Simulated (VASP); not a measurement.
Wanted: the native input for a VASP 6.6.1 run.

```
Task                   : single point
Functional             : LDA
Potentials or basis    : VASP PAW LDA potentials, release 64 (Ge_d)
Cutoff                 : 500 eV
k mesh                 : 13 × 13 × 13
Occupations            : fermi-dirac, width 0.05 eV
Spin                   : no spin polarisation
Dipole correction      : no
Further INCAR settings : ALGO = Normal; EDIFF = 1e-06; NBANDS = 21
```

The structure of Ge lies in POSCAR:

```
Ge
1.0
    0.0000000000      2.5539989592      2.5539989592
    2.5539989592      0.0000000000      2.5539989592
    2.5539989592      2.5539989592      0.0000000000
Ge
2
Direct
   -0.1250000000     -0.1250000000     -0.1250000000
    0.1250000000      0.1250000000      0.1250000000
```

This cell differs from its parent crystal: volume scaled by 0.75.

One way to write it, as run:

INCAR

```
ALGO = Normal
EDIFF = 1E-6
ENCUT = 500
GGA_COMPAT = F
ISIF = 2
ISMEAR = -1
LASPH = T
LCHARG = F
LREAL = F
LWAVE = F
NBANDS = 21
NELM = 120
PREC = Accurate
SIGMA = 0.05
```

KPOINTS

```
k-points
0
Gamma
  13 13 13
```

Potentials or basis: VASP PAW LDA potentials, release 64 (Ge_d).

Run with:

```bash
$ cat potpaw_LDA.64/Ge_d/POTCAR > POTCAR
$ mpirun -np 1 vasp_std > vasp.out
```

It gave:

```yaml
Pressure: 40.8 GPa
Band_gap_on_the_k_mesh: zero (band 14 reaches 8.28 eV, above the bottom of band 15 at 8.23 eV)
```

Wall time 24 s on 1 thread of AMD EPYC 9R45 96-Core Processor (Zen 5), on a shared host, peak memory 0.14 GiB.
